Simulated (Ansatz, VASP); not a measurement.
## One calculation of Ti3B6N, two programs

```xyz
10
Lattice="3.0321 0.0000 0.0000 -1.5161 4.1576 0.0000 0.0000 0.0000 21.6365" Properties=species:S:1:pos:R:3 pbc="T T T"
B     0.0000    3.4609    4.0000
B     1.5161    4.0137    4.6786
B     0.0000    0.9617    6.0359
B     1.5162    1.5308    6.7143
B     1.5165    2.6504    8.1789
B     0.0005    3.2818    8.6365
Ti    1.5161    1.6585    4.3393
Ti    0.0001    3.3210    6.3548
Ti   -0.0003    0.8144    8.3733
N     0.0005    3.2818    9.9965
```

Alike in both runs: task single point; functional PBE; k mesh 9 × 7 × 1; occupations gaussian, width 0.1 eV; no spin polarisation.

|  | VASP | Ansatz |
| --- | --- | --- |
| version | VASP 6.6.1 | Ansatz 0.2.0 |
| potentials or method | VASP PAW PBE potentials, release 64 (B, Ti_sv, N), cutoff 520 eV | scalar-relativistic, plane waves, PAW |
| valence electrons in the cell | 59 | 59 |

VASP gave:

- gap on the k mesh at the Fermi level (eV): none
- rms of the force components (eV/Å): 0.779

Question: What did Ansatz give for the same quantities?

Answer: gap on the k mesh at the Fermi level (eV): none; rms of the force components (eV/Å): 0.778.

A gap of «none» marks a metal or a gap that the smearing closes.
